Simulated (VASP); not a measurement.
Crystal: TaSi6.

```
Ta Si
1.0
     5.12350    0.00000    0.00000
    -0.48205    5.19056    0.00000
    -1.27762   -2.47608    4.49727
Ta Si
1 6
Direct
  0.80583 0.10498 0.97854
  0.43616 0.37368 0.14224
  0.18403 0.29359 0.47667
  0.61121 0.57492 0.86441
  0.90667 0.68887 0.54093
  0.69970 0.14855 0.46553
  0.35639 0.81542 0.53169
```

| Property | Result |
| --- | --- |
| Program | VASP 6.6.1 |
| Task | relaxation of cell and atoms |
| Functional | PBE |
| Potentials or basis | VASP PAW PBE potentials, release 64 (Ta_pv, Si) |
| Cutoff | 600 eV |
| k mesh | 4 × 4 × 4 |
| Occupations | gaussian, width 0.1 eV |
| Spin | no spin polarisation |

At the start: pressure 0.6 GPa; volume 17.09 Å³/atom.

Problem. Where does the relaxation end?

Solution. Over 29 steps the energy falls by 190.6 meV/atom and the volume is 16.39 Å³/atom (-4.1 %); space group P1 (No. 1, to 0.1 Å) before and after.

The path:
| step | energy change (eV) | largest force (eV/Å) | pressure (GPa) | volume (Å³) |
| --- | --- | --- | --- | --- |
| 1 | 0.0000 | 1.3468 | 0.59 | 119.60 |
| 2 | -0.2874 | 1.0205 | -1.50 | 120.64 |
| 3 | -0.4254 | 1.2060 | -2.89 | 121.66 |
| 4 | -0.6185 | 1.0075 | -1.66 | 119.34 |
| 5 | -0.7675 | 1.0398 | 2.17 | 114.76 |
| 6 | -0.9049 | 1.1790 | 1.56 | 114.56 |
| 7 | -0.9283 | 1.2675 | 1.51 | 114.42 |
| 8 | -1.0794 | 0.6703 | -0.81 | 116.01 |
| 9 | -1.1144 | 0.6041 | -2.24 | 117.29 |
| 10 | -1.1773 | 0.6051 | -0.07 | 115.08 |
| 11 | -1.1824 | 0.6237 | 0.80 | 114.30 |
| 12 | -1.2162 | 0.4227 | 0.47 | 114.58 |
| 13 | -1.2334 | 0.5881 | 0.17 | 114.96 |
| 14 | -1.2607 | 0.4497 | -0.24 | 115.29 |
| 15 | -1.2889 | 0.3175 | -0.97 | 115.97 |
| 16 | -1.2897 | 0.3611 | -1.09 | 116.11 |
| 17 | -1.3092 | 0.2749 | -0.03 | 115.00 |
| 18 | -1.3114 | 0.2486 | 0.49 | 114.50 |
| 19 | -1.3196 | 0.1398 | 0.02 | 114.86 |
| 20 | -1.3206 | 0.1943 | -0.22 | 115.04 |
| 21 | -1.3251 | 0.1295 | -0.09 | 114.88 |
| 22 | -1.3290 | 0.0997 | 0.18 | 114.54 |
| 23 | -1.3308 | 0.0697 | -0.12 | 114.84 |
| 24 | -1.3310 | 0.0926 | -0.27 | 114.99 |
| 25 | -1.3323 | 0.0574 | 0.00 | 114.72 |
| 26 | -1.3325 | 0.0680 | 0.18 | 114.56 |
| 27 | -1.3335 | 0.0515 | -0.01 | 114.72 |
| 28 | -1.3335 | 0.0614 | -0.05 | 114.75 |
| 29 | -1.3340 | 0.0340 | 0.00 | 114.71 |

Final structure:
```
Ta Si
1.0
     5.29518    0.24891    0.09625
    -0.25447    5.27830   -0.09088
    -1.32724   -2.66037    4.11313
Ta Si
1 6
Direct
  0.80895 0.15073 0.01545
  0.32281 0.33099 0.03946
  0.22152 0.25236 0.49854
  0.67174 0.61417 0.92916
  0.94153 0.70640 0.54244
  0.65954 0.12963 0.44667
  0.37392 0.81571 0.52828
```
